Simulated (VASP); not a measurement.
# MgO (Fm-3m) in VASP: elastic constants with PBEsol

Aim: the elastic constants of MgO with PBEsol.

Everything below comes from runs of VASP 6.6.1. Logs are shortened: lines on timing, memory, paths and dates and some standing lists are left out, and cuts for length are marked.

## (1) The cell of the first run

It takes space group Fm-3m (No. 225, cubic). Conventional cell: a = 4.214 Å, b = 4.214 Å, c = 4.214 Å, α = 90.00°, β = 90.00°, γ = 90.00°. Mg (site symmetry m-3m) has 6 O at 2.11 Å within 2.8 Å. O (site symmetry m-3m) has 6 Mg at 2.11 Å within 2.8 Å.

## (2) Elastic constants, PBEsol

INCAR reads:

```
PREC = Accurate
ENCUT = 600
EDIFF = 1E-8
ISMEAR = 0
SIGMA = 0.01
LREAL = F
LASPH = T
NELM = 100
ALGO = Normal
ISIF = 3
LWAVE = F
LCHARG = T
GGA = PS
IBRION = 6
NFREE = 2
POTIM = 0.015
NSW = 1
```

KPOINTS reads:

```
Automatic mesh
0
Gamma
  10 10 10
```

POSCAR reads:

```
MgO
1.0
    0.0000000000      2.1071396586      2.1071396586
    2.1071396586      0.0000000000      2.1071396586
    2.1071396586      2.1071396586      0.0000000000
Mg O
1 1
Direct
    0.0000000000      0.0000000000      0.0000000000
    0.5000000000      0.5000000000      0.5000000000
```

Potentials or basis: VASP PAW PBE potentials, release 64 (Mg, O).

Command:

```
> cat potpaw_PBE.64/Mg/POTCAR potpaw_PBE.64/O/POTCAR > POTCAR
> mpirun -np 1 vasp_std > vasp.out
```

OUTCAR:

```text
PREC = Accurate
   ENCUT = 600
   EDIFF = 1E-8
   ISMEAR = 0
   LREAL = F
   LASPH = T
   NELM = 100
   ISIF = 3
   GGA = PS
   IBRION = 6
   NFREE = 2
   POTIM = 0.015
   NSW = 1

 ion  position               nearest neighbor table
   1  0.000  0.000  0.000-   2 2.11   2 2.11   2 2.11   2 2.11   2 2.11   2 2.11
   2  0.500  0.500  0.500-   1 2.11   1 2.11   1 2.11   1 2.11   1 2.11   1 2.11

  LATTYP: Found a face centered cubic cell.
 ALAT       =     4.2142793172

  Lattice vectors:

 A1 = (   0.0000000000,   2.1071396586,   2.1071396586)
 A2 = (   2.1071396586,   0.0000000000,   2.1071396586)
 A3 = (   2.1071396586,   2.1071396586,   0.0000000000)

Analysis of symmetry for initial positions (statically):
=====================================================================
 Subroutine PRICEL returns:
 Original cell was already a primitive cell.

 Routine SETGRP: Setting up the symmetry group for a
 face centered cubic supercell.

 Subroutine GETGRP returns: Found 48 space group operations
 (whereof 48 operations were pure point group operations)
 out of a pool of 48 trial point group operations.

The static configuration has the point symmetry O_h .

Analysis of symmetry for dynamics (positions and initial velocities):
=====================================================================
 Subroutine PRICEL returns:
 Original cell was already a primitive cell.

 Routine SETGRP: Setting up the symmetry group for a
 face centered cubic supercell.

 Subroutine GETGRP returns: Found 48 space group operations
 (whereof 48 operations were pure point group operations)
 out of a pool of 48 trial point group operations.

The dynamic configuration has the point symmetry O_h .

 Subroutine INISYM returns: Found 48 space group operations
 (whereof 48 operations are pure point group operations),
 and found     1 'primitive' translations

----------------------------------------------------------------------------------------

                                     Primitive cell

  volume of cell :      18.7116

  direct lattice vectors                    reciprocal lattice vectors
     0.000000000  2.107139659  2.107139659    -0.237288496  0.237288496  0.237288496
     2.107139659  0.000000000  2.107139659     0.237288496 -0.237288496  0.237288496
     2.107139659  2.107139659  0.000000000     0.237288496  0.237288496 -0.237288496

  length of vectors
     2.979945483  2.979945483  2.979945483     0.410995731  0.410995731  0.410995731

  position of ions in fractional coordinates (direct lattice)
     0.000000000  0.000000000  0.000000000
     0.500000000  0.500000000  0.500000000

  ion indices of the primitive-cell ions
   primitive index   ion index
                 1           1
                 2           2

----------------------------------------------------------------------------------------

 KPOINTS: Automatic mesh

Automatic generation of k-mesh.
 Grid dimensions read from file:
 generate k-points for:   10   10   10

 Generating k-lattice:

  Cartesian coordinates                     Fractional coordinates (reciprocal lattice)
    -0.023728850  0.023728850  0.023728850     0.100000000  0.000000000  0.000000000
     0.023728850 -0.023728850  0.023728850     0.000000000  0.100000000  0.000000000
[... 108 lines left out ...]

------------------------ aborting loop because EDIFF is reached ----------------------------------------

  FORCE on cell =-STRESS in cart. coord.  units (eV):
  Direction    XX          YY          ZZ          XY          YZ          ZX
  --------------------------------------------------------------------------------------
  -------------------------------------------------------------------------------------
  Total       -0.0852198     -0.0852198     -0.0852198      0.0000000     -0.0000000      0.0000000
  in kB       -7.2969426     -7.2969426     -7.2969426      0.0000000     -0.0000000      0.0000000
  external PRESSURE =      -7.2969426 kB  Pullay stress =       0.0000000 kB
[... 89 lines left out ...]
  FREE ENERGIE OF THE ION-ELECTRON SYSTEM (eV)
  ---------------------------------------------------
  free  energy   TOTEN  =       -12.5126206253 eV

  energy  without entropy=      -12.5126206253  energy(sigma->0) =      -12.51262063

[... ionic steps 4 to 14 ...]

--------------------------------------- Ionic step       15  -------------------------------------------

 number of electron       8.0000005 magnetization

------------------------ aborting loop because EDIFF is reached ----------------------------------------
[... 67 lines left out ...]
--------------------------------------- Ionic step       17  -------------------------------------------

 number of electron       8.0000002 magnetization

 Free energy of the ion-electron system (eV)
  ---------------------------------------------------
  ext. energy  EPLUGINS =         0.00000000
  ---------------------------------------------------
  free energy    TOTEN  =       -12.51483018 eV

  energy without entropy =      -12.51483018  energy(sigma->0) =      -12.51483018

 E-fermi :   3.1050     XC(G=0): -11.3022

 val. band max:        3.0533348903   @ k =   0.0000   0.0000   0.0000
 cond. band min:       7.6737293237   @ k =   0.0000   0.0000   0.0000
 fundamental gap:      4.6203944335
 Fermi energy:         3.1049500585

 k-point     1 :       0.0000    0.0000    0.0000
  band No.  band energies     occupation
      1     -14.1434      2.00000
      2       3.0530      2.00000
      3       3.0533      2.00000
      4       3.0533      2.00000
      5       7.6737      0.00000
      6      18.6795      0.00000
      7      18.6800      0.00000
      8      18.6800      0.00000
[... 243 lines left out ...]
 k-point    24 :       0.4000    0.3000    0.0000
  band No.  band energies     occupation
      1     -12.8816      2.00000
      2      -0.5683      2.00000
      3       1.7326      2.00000
      4       1.9559      2.00000
      5      12.5059      0.00000
      6      13.0555      0.00000
      7      16.5164      0.00000
      8      21.0788      0.00000

 [... further k-points ...]

------------------------ aborting loop because EDIFF is reached ----------------------------------------

  FORCE on cell =-STRESS in cart. coord.  units (eV):
  Direction    XX          YY          ZZ          XY          YZ          ZX
  --------------------------------------------------------------------------------------
  -------------------------------------------------------------------------------------
  Total       -0.0762996     -0.0856325     -0.0856325      0.0000000      0.0000000      0.0000000
  in kB       -6.5331533     -7.3322834     -7.3322834      0.0000000      0.0000000      0.0000000
  external PRESSURE =      -7.0659067 kB  Pullay stress =       0.0000000 kB
[... 17 lines left out ...]
  FREE ENERGIE OF THE ION-ELECTRON SYSTEM (eV)
  ---------------------------------------------------
  free  energy   TOTEN  =       -12.5148301816 eV

  energy  without entropy=      -12.5148301816  energy(sigma->0) =      -12.51483018

 INTERNAL STRAIN TENSORS FROM STRAINED CELLS
 ============================================

 INTERNAL STRAIN TENSOR FOR ION    1 for displacements in x,y,z  (eV/Angst):
          X           Y           Z          XY          YZ          ZX
  --------------------------------------------------------------------------------
  x     0.00000     0.00000    -0.00000     0.00000    -0.00000    -0.00000
  y    -0.00000     0.00000     0.00000    -0.00000     0.00000    -0.00000
  z    -0.00000    -0.00000     0.00000    -0.00000    -0.00000     0.00000

 INTERNAL STRAIN TENSORS FROM DISPLACED ATOMS
 ============================================

 INTERNAL STRAIN TENSOR FOR ION    1 for displacements in x,y,z  (eV/Angst):
          X           Y           Z          XY          YZ          ZX
  --------------------------------------------------------------------------------
  x     0.00000     0.00000     0.00000     0.00000     0.00000     0.00000
  y     0.00000     0.00000     0.00000     0.00000     0.00000     0.00000
  z     0.00000     0.00000     0.00000     0.00000     0.00000     0.00000

 INTERNAL STRAIN TENSOR FOR ION    2 for displacements in x,y,z  (eV/Angst):
          X           Y           Z          XY          YZ          ZX
  --------------------------------------------------------------------------------
  x     0.00000     0.00000     0.00000     0.00000     0.00000     0.00000
  y     0.00000     0.00000     0.00000     0.00000     0.00000     0.00000
  z     0.00000     0.00000     0.00000     0.00000     0.00000     0.00000

 Eigenvectors and eigenvalues of the dynamical matrix
 ----------------------------------------------------

   1 f  =   11.692394 THz    73.465481 2PiTHz  390.016299 cm-1    48.355836 meV
             X         Y         Z           dx          dy          dz
      0.000000  0.000000  0.000000    -0.629792   -0.000000   -0.000000
      2.107140  2.107140  2.107140     0.776764    0.000000   -0.000000
[... 21 lines left out ...]
   6 f/i=    0.004005 THz     0.025162 2PiTHz    0.133580 cm-1     0.016562 meV
             X         Y         Z           dx          dy          dz
      0.000000  0.000000  0.000000    -0.181124    0.390569    0.646538
      2.107140  2.107140  2.107140    -0.146853    0.316669    0.524207

--------------------------------------------------------------------------------------------------------

 ELASTIC MODULI CONTR FROM IONIC RELAXATION (kBar)
 Direction    XX          YY          ZZ          XY          YZ          ZX
 --------------------------------------------------------------------------------
 XX           0.0000      0.0000      0.0000      0.0000      0.0000      0.0000
 YY           0.0000      0.0000      0.0000      0.0000      0.0000      0.0000
 ZZ           0.0000      0.0000      0.0000      0.0000      0.0000      0.0000
 XY           0.0000      0.0000      0.0000      0.0000      0.0000      0.0000
 YZ           0.0000      0.0000      0.0000      0.0000      0.0000      0.0000
 ZX           0.0000      0.0000      0.0000      0.0000      0.0000      0.0000
 --------------------------------------------------------------------------------

 TOTAL ELASTIC MODULI (kBar)
 Direction    XX          YY          ZZ          XY          YZ          ZX
 --------------------------------------------------------------------------------
 XX        2944.1896    904.5693    904.5693      0.0000      0.0000     -0.0000
 YY         904.5693   2944.1896    904.5693      0.0000      0.0000     -0.0000
 ZZ         904.5693    904.5693   2944.1896      0.0000      0.0000     -0.0000
 XY           0.0000      0.0000      0.0000   1453.1222      0.0000      0.0000
 YZ           0.0000      0.0000      0.0000      0.0000   1453.1222      0.0000
 ZX          -0.0000     -0.0000     -0.0000      0.0000      0.0000   1453.1222
 --------------------------------------------------------------------------------
```

It took 8.4 min on 1 thread of AMD EPYC, shared host; peak memory 0.2 GiB.

What came out:

| Property | Result |
| --- | --- |
| Elastic constants C11, C12, C44 | 294, 90, 145 GPa |
| Voigt bulk modulus | 158 GPa |
| Highest phonon frequency at Γ, LO-TO splitting left out | 390 cm⁻¹ |

Phonon frequencies in cm⁻¹ (negative: imaginary):
```csv
q point,frequencies
"(0.000, 0.000, 0.000)",0 0 0 390 390 390
```

Elastic tensor in Voigt notation (GPa, in the Cartesian axes of the cell as first typed):
```
294  90  90   0   0   0
 90 294  90   0   0   0
 90  90 294   0   0   0
  0   0   0 145   0   0
  0   0   0   0 145   0
  0   0   0   0   0 145
```

Clamped-ion elastic tensor (GPa):
```
294  90  90   0   0   0
 90 294  90   0   0   0
 90  90 294   0   0   0
  0   0   0 145   0   0
  0   0   0   0 145   0
  0   0   0   0   0 145
```

Caveat: the PAW data sets were made with another functional, which shifts forces and pressure a little.
